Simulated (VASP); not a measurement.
# Cr (Fm-3m) in VASP: a series of runs

The runs below take Cr through single point, with PBE.

Everything below comes from runs of VASP 6.6.1. Logs are shortened: lines on timing, memory, paths and dates and some standing lists are left out, and cuts for length are marked.

### 1 The cell of the first run

Symmetry: Fm-3m, No. 225, cubic system. Conventional cell: a = 3.680 Å, b = 3.680 Å, c = 3.680 Å, α = 90.00°, β = 90.00°, γ = 90.00°. Cr (site symmetry m-3m) has 12 Cr at 2.60 Å within 3.4 Å.

### 2 Single point, PBE

File INCAR:

```
ALGO = Normal
EDIFF = 1E-6
ENCUT = 520
GGA = PE
ISIF = 2
ISMEAR = 0
LASPH = True
LCHARG = False
LREAL = False
LWAVE = False
NBANDS = 12
NELM = 100
PREC = Accurate
SIGMA = 0.15
```

File KPOINTS:

```
k-points
0
Gamma
  22 22 22
```

File POSCAR:

```
Cr
1.0
    0.0000000000      1.8400000000      1.8400000000
    1.8400000000      0.0000000000      1.8400000000
    1.8400000000      1.8400000000      0.0000000000
Cr
1
Direct
    0.0000000000      0.0000000000      0.0000000000
```

Potentials or basis: VASP PAW PBE potentials, release 64 (Cr_pv).

Run with:

```console
$ cat potpaw_PBE.64/Cr_pv/POTCAR > POTCAR
$ mpirun -np 1 vasp_std > vasp.out
```

OUTCAR:

```text
EDIFF = 1E-6
   ENCUT = 520
   GGA = PE
   ISIF = 2
   ISMEAR = 0
   LASPH = True
   LREAL = False
   NELM = 100
   PREC = Accurate

 ion  position               nearest neighbor table
   1  0.000  0.000  0.000-

  LATTYP: Found a face centered cubic cell.
 ALAT       =     3.6800000000

  Lattice vectors:

 A1 = (   0.0000000000,   1.8400000000,   1.8400000000)
 A2 = (   1.8400000000,   0.0000000000,   1.8400000000)
 A3 = (   1.8400000000,   1.8400000000,   0.0000000000)

Analysis of symmetry for initial positions (statically):
=====================================================================
 Subroutine PRICEL returns:
 Original cell was already a primitive cell.

 Routine SETGRP: Setting up the symmetry group for a
 face centered cubic supercell.

 Subroutine GETGRP returns: Found 48 space group operations
 (whereof 48 operations were pure point group operations)
 out of a pool of 48 trial point group operations.

The static configuration has the point symmetry O_h .

Analysis of symmetry for dynamics (positions and initial velocities):
=====================================================================
 Subroutine PRICEL returns:
 Original cell was already a primitive cell.

 Routine SETGRP: Setting up the symmetry group for a
 face centered cubic supercell.

 Subroutine GETGRP returns: Found 48 space group operations
 (whereof 48 operations were pure point group operations)
 out of a pool of 48 trial point group operations.

The dynamic configuration has the point symmetry O_h .

 Subroutine INISYM returns: Found 48 space group operations
 (whereof 48 operations are pure point group operations),
 and found     1 'primitive' translations

----------------------------------------------------------------------------------------

                                     Primitive cell

  volume of cell :      12.4590

  direct lattice vectors                    reciprocal lattice vectors
     0.000000000  1.840000000  1.840000000    -0.271739130  0.271739130  0.271739130
     1.840000000  0.000000000  1.840000000     0.271739130 -0.271739130  0.271739130
     1.840000000  1.840000000  0.000000000     0.271739130  0.271739130 -0.271739130

  length of vectors
     2.602152955  2.602152955  2.602152955     0.470665980  0.470665980  0.470665980

  position of ions in fractional coordinates (direct lattice)
     0.000000000  0.000000000  0.000000000

  ion indices of the primitive-cell ions
   primitive index   ion index
                 1           1

----------------------------------------------------------------------------------------

 KPOINTS: k-points

Automatic generation of k-mesh.
 Grid dimensions read from file:
 generate k-points for:   22   22   22

 Generating k-lattice:

  Cartesian coordinates                     Fractional coordinates (reciprocal lattice)
    -0.012351779  0.012351779  0.012351779     0.045454545  0.000000000  0.000000000
     0.012351779 -0.012351779  0.012351779     0.000000000  0.045454545  0.000000000
     0.012351779  0.012351779 -0.012351779     0.000000000  0.000000000  0.045454545

  Length of vectors
     0.021393908  0.021393908  0.021393908

  Shift w.r.t. Gamma in fractional coordinates (k-lattice)
     0.000000000  0.000000000  0.000000000

 Subroutine IBZKPT returns following result:
 ===========================================

 Found    328 irreducible k-points:

 Following reciprocal coordinates:
            Coordinates               Weight
  0.000000  0.000000  0.000000      1.000000
  0.045455  0.000000  0.000000      8.000000
  0.090909  0.000000  0.000000      8.000000
  0.136364  0.000000  0.000000      8.000000
  0.181818  0.000000  0.000000      8.000000
  0.227273  0.000000  0.000000      8.000000
[... 16 lines left out ...]
  0.500000  0.045455  0.000000     24.000000
 -0.454545  0.045455  0.000000     24.000000
 [... further k-points ...]
   k-points           NKPTS =    328   k-points in BZ     NKDIM =    328   number of bands    NBANDS=     12
   number of dos      NEDOS =    301   number of ions     NIONS =      1
   total plane-waves  NPLWV =   8000
   dimension x,y,z NGX =    20 NGY =   20 NGZ =   20
   dimension x,y,z NGXF=    40 NGYF=   40 NGZF=   40
   ions per type =               1
   NGX,Y,Z   is equivalent  to a cutoff of  12.78, 12.78, 12.78 a.u.
   NGXF,Y,Z  is equivalent  to a cutoff of  25.56, 25.56, 25.56 a.u.
 SYSTEM =  unknown system
   PREC   = accura    normal or accurate (medium, high low for compatibility)
   ISTART =      0    job   : 0-new  1-cont  2-samecut
   ICHARG =      2    charge: 1-file 2-atom 10-const
   ISPIN  =      1    spin polarized calculation?
   LNONCOLLINEAR =      F non collinear calculations
   LSORBIT =      F    spin-orbit coupling
   LASPH  =      T    aspherical Exc in radial PAW
   ENCUT  =  520.0 eV  38.22 Ry    6.18 a.u.   4.84  4.84  4.84*2*pi/ulx,y,z
   NELM   =    100;   NELMIN=  2; NELMDL= -5     # of ELM steps
   EDIFF  = 0.1E-05   stopping-criterion for ELM
   LREAL  =      F    real-space projection
   EDIFFG = 0.1E-04   stopping-criterion for IOM
   NSW    =      0    number of steps for IOM
   IBRION =     -1    ionic relax: 0-MD 1-quasi-New 2-CG
   NFREE  =      0    steps in history (QN), initial steepest desc. (CG)
   ISIF   =      2    stress and relaxation
   ISYM   =      2    0-nonsym 1-usesym 2-fastsym
   POTIM  = 0.5000    time-step for ionic-motion
   TEBEG  =    0.0;   TEEND  =   0.0 temperature during run
   PSTRESS=    0.0 pullay stress
   NELECT =      12.0000    total number of electrons
   NUPDOWN=      -1.0000    fix difference up-down
   EMIN   =  10.00;   EMAX   =-10.00  energy-range for DOS
   EFERMI =   0.00;   METHOD = LEGACY
   ISMEAR =     0;   SIGMA  =   0.15  broadening in eV -4-tet -1-fermi 0-gaus
   EFERMI_NEDOS =   21; number of points for ismear=-14 and -15
   IALGO  =     38    algorithm
   IMIX   =      4    mixing-type and parameters
     AMIX     =   0.40;   BMIX     =  1.00
     AMIX_MAG =   1.60;   BMIX_MAG =  1.00
  volume/ion in A,a.u.               =      12.46        84.08
  Fermi-wavevector in a.u.,A,eV,Ry     =   1.616742  3.055200 35.563658  2.613855
  Thomas-Fermi vector in A             =   2.711279
   LORBIT       =      0    0 simple, 1 ext, 2 COOP (PROOUT), +10 PAW based schemes
   GGA     = PE    functional components
   LHFCALC =     F    Hartree Fock is set to
   AEXX    =    0.0000 exact exchange contribution
   IVDW    =     0    specifies the selected vdW correction
   LEPSILON=     F    determine dielectric tensor
   LRPA    =     F    only Hartree local field effects (RPA)
 non-spin polarized calculation
 Gauss-broadening in eV      SIGMA  =   0.15
  energy-cutoff  :      520.00
  volume of cell :       12.46
 maximum number of plane-waves:       344
   NGX =  9   NGY =  9   NGZ =  9

 number of electron      11.9999991 magnetization

 Free energy of the ion-electron system (eV)
  ---------------------------------------------------
  ext. energy  EPLUGINS =         0.00000000
  ---------------------------------------------------
  free energy    TOTEN  =        -9.11288323 eV

  energy without entropy =       -9.09044634  energy(sigma->0) =       -9.10166478

 E-fermi :   9.6980     XC(G=0): -13.2264

 val. band max:        9.6937627016   @ k =  -0.4091   0.1818   0.0909
 cond. band min:       9.6980922937   @ k =   0.3182   0.0909   0.0000
 fundamental gap:      0.0043295921
 Fermi energy:         9.6980232827

 k-point     1 :       0.0000    0.0000    0.0000
  band No.  band energies     occupation
      1     -32.7548      2.00000
      2     -32.7548      2.00000
      3     -32.7548      2.00000
      4       2.3590      2.00000
      5       9.3024      1.99981
      6       9.3024      1.99981
      7       9.3024      1.99981
      8      10.9423      0.00000
      9      10.9423      0.00000
     10      17.1664      0.00000
     11      29.1913      0.00000
     12      34.5069      0.00000

 k-point     2 :       0.0455    0.0000    0.0000
  band No.  band energies     occupation
      1     -32.7699      2.00000
      2     -32.7567      2.00000
      3     -32.7567      2.00000
      4       2.4397      2.00000
      5       9.2647      1.99996
      6       9.3290      1.99950
      7       9.3290      1.99950
      8      10.9274      0.00000
      9      10.9274      0.00000
     10      17.1664      0.00000
     11      29.2121      0.00000
     12      33.7114      0.00000

 k-point     3 :       0.0909    0.0000    0.0000
  band No.  band energies     occupation
      1     -32.8138      2.00000
      2     -32.7623      2.00000
      3     -32.7623      2.00000
      4       2.6780      2.00000
      5       9.1591      2.00000
      6       9.4018      1.99478
      7       9.4018      1.99478
      8      10.8906      0.00000
      9      10.8906      0.00000
     10      17.1663      0.00000
     11      29.1942      0.00000
     12      32.2093      0.00000
[... 286 lines left out ...]
 k-point    23 :       0.5000    0.0455    0.0000
  band No.  band energies     occupation
      1     -33.4677      2.00000
      2     -32.8578      2.00000
      3     -32.8520      2.00000
      4       6.0363      2.00000
      5       9.1192      2.00000
      6       9.2410      1.99998
      7      10.2104      0.00000
      8      12.0622      0.00000
      9      12.3156      0.00000
     10      17.1540      0.00000
     11      18.5537      0.00000
     12      28.1213      0.00000

 k-point    24 :      -0.4545    0.0455    0.0000
  band No.  band energies     occupation
      1     -33.4630      2.00000
      2     -32.8598      2.00000
      3     -32.8487      2.00000
      4       6.0301      2.00000
      5       9.1328      2.00000
      6       9.2414      1.99998
      7      10.1539      0.00002
      8      11.9957      0.00000
      9      12.3300      0.00000
     10      17.1552      0.00000
     11      18.6715      0.00000
     12      28.1381      0.00000

 [... further k-points ...]
[... 5 lines left out ...]
  --------------------------------------------------------------------------------------
  -------------------------------------------------------------------------------------
  Total       -0.8193167     -0.8193167     -0.8193167      0.0000000     -0.0000000      0.0000000
  in kB     -105.3607671   -105.3607671   -105.3607671      0.0000000     -0.0000000      0.0000000
  external PRESSURE =    -105.3607671 kB  Pullay stress =       0.0000000 kB

 VOLUME and BASIS-vectors are now :
 -----------------------------------------------------------------------------
  energy-cutoff  :      520.00
  volume of cell :       12.46
      direct lattice vectors                 reciprocal lattice vectors
     0.000000000  1.840000000  1.840000000    -0.271739130  0.271739130  0.271739130
     1.840000000  0.000000000  1.840000000     0.271739130 -0.271739130  0.271739130
     1.840000000  1.840000000  0.000000000     0.271739130  0.271739130 -0.271739130

 POSITION                                       TOTAL-FORCE (eV/Angst)
 -----------------------------------------------------------------------------------
      0.00000      0.00000      0.00000        -0.000000      0.000000      0.000000
 -----------------------------------------------------------------------------------
    total drift:                                0.000000      0.000000      0.000000

  FREE ENERGIE OF THE ION-ELECTRON SYSTEM (eV)
  ---------------------------------------------------
  free  energy   TOTEN  =        -9.1128832297 eV

  energy  without entropy=       -9.0904463369  energy(sigma->0) =       -9.10166478
```

It took 57 s on 1 thread of Intel Xeon 8259CL, shared host; peak memory 0.16 GiB.

Results:

```yaml
Free_energy: -9.1129 eV
Pressure: -10.5 GPa
Band_gap_on_the_k_mesh: zero (band 6 reaches 12.03 eV, above the bottom of band 7 at 9.30 eV)
```

Caveat: the run has no spin polarisation, though such a crystal can be magnetic. Spin polarisation is off, so any magnetic state and its effect on volume and gap are missing.

### 3 Single point, PBE

File INCAR:

```
PREC = Accurate
ENCUT = 520
EDIFF = 1E-6
ISMEAR = 0
SIGMA = 0.15
LREAL = False
LASPH = True
NELM = 80
ALGO = Normal
ISIF = 2
LWAVE = False
LCHARG = False
GGA = PE
NBANDS = 12
```

File KPOINTS:

```
regular mesh
0
Gamma
  24 24 24
```

POSCAR is that of step 2.

Potentials or basis: VASP PAW PBE potentials, release 64 (Cr_pv).

Run with:

```console
$ cat potpaw_PBE.64/Cr_pv/POTCAR > POTCAR
$ mpirun -np 1 vasp_std > vasp.out
```

It took 72 s on 1 thread of Intel Xeon 8259CL, shared host; peak memory 0.17 GiB.

It converged, with:

| Item | Value |
| --- | --- |
| Free energy | -9.1130 eV |
| Pressure | -10.5 GPa |
| Band gap on the k mesh | zero (band 6 reaches 12.03 eV, above the bottom of band 7 at 9.30 eV) |

Levels at points of the mesh, in eV from the Fermi level:
```
           k point  band 2  band 3  band 4  band 5  band 6  band 7  band 8  band 9  band 10  band 11
(0.00, 0.00, 0.00)  -42.45  -42.45   -7.34   -0.40   -0.40   -0.40    1.24    1.24     7.47    19.49
(0.50, 0.00, 0.00)  -42.55  -42.55   -3.72   -0.50   -0.50    0.73    2.36    2.36     7.46     8.82
(0.50, 0.50, 0.00)  -42.71  -42.71   -3.85   -3.05    2.33    2.65    2.65    3.49     7.46    11.76
```

Caveat: the run has no spin polarisation, though such a crystal can be magnetic. Spin polarisation is off, so any magnetic state and its effect on volume and gap are missing.
